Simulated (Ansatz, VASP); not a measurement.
**Bi in VASP and in Ansatz**

File INCAR:

```
SYSTEM = Bi
ALGO = Normal
EDIFF = 1E-6
ENCUT = 520
GGA = RE
ISIF = 2
ISMEAR = -1
LASPH = .True.
LCHARG = .True.
LELF = .True.
LREAL = .False.
LVHAR = .True.
LWAVE = .False.
NBANDS = 38
NELM = 100
PREC = Accurate
SIGMA = 0.1
```

The input KPOINTS:

```
k-points
0
Gamma
  12 12 3
  0 0 0
```

The input POSCAR:

```
Bi
1.0
    3.3987874845      0.0000000000      0.0000000000
   -1.6993937423      2.9434363036      0.0000000000
    0.0000000000      0.0000000000     11.3790316280
Bi
4
Direct
    0.0000000000      1.0000000000      1.0000000000
    0.0000000000      1.0000000000      0.5000000000
    0.3333333333      0.6666666667      0.2500000000
    0.6666666667      0.3333333333      0.7500000000
```

Input for Ansatz:

```yaml
crystal:
  lattice:
    - [3.3987874845, 0.0, 0.0]
    - [-1.6993937423, 2.9434363036, 0.0]
    - [0.0, 0.0, 11.379031628]
  atoms:
    - { symbol: Bi, position: [0.0, 1.0, 1.0] }
    - { symbol: Bi, position: [0.0, 1.0, 0.5] }
    - { symbol: Bi, position: [0.3333333333, 0.6666666667, 0.25] }
    - { symbol: Bi, position: [0.6666666667, 0.3333333333, 0.75] }
hamiltonian:
  xc: revpbe
  pseudopotentials:
    kind: paw
    azcp:
      Bi: "pseudopotentials/Bi.paw.azcp"
basis:
  ecutwfc: 420
  fft_grid_basis: typed
kpoints:
  mp_grid: { grid: [12, 12, 3], shift: [0, 0, 0] }
magnetization:
  spin_polarized: false
scf:
  occupations: { method: fermi_dirac, width: 0.1 }
  lower_state_search: "off"
output:
  stress: true
```

Alike in both runs: task single point; functional revPBE; k mesh 12 × 12 × 3; occupations fermi-dirac, width 0.1 eV; no spin polarisation.

|  | VASP | Ansatz |
| --- | --- | --- |
| version | VASP 6.6.1 | Ansatz 0.2.0 |
| potentials or method | VASP PAW PBE potentials, release 64 (Bi_d), cutoff 520 eV | plane waves (420 eV) with PAW, scalar-relativistic |
| valence electrons in the cell | 60 | 60 |

Ansatz gave:

- pressure (GPa): 8.3
- traceless stress, the component that is largest in VASP (GPa): -0.24

**Question.** What did VASP give for the same quantities?

**Answer.** Pressure (GPa): 8.2; traceless stress, the component that is largest in VASP (GPa): -0.24.

VASP's potentials were made for PBE, not for revPBE. With one functional, cell and mesh, what is left measures potentials, basis and numerics.

Neither program's run includes spin-orbit coupling.
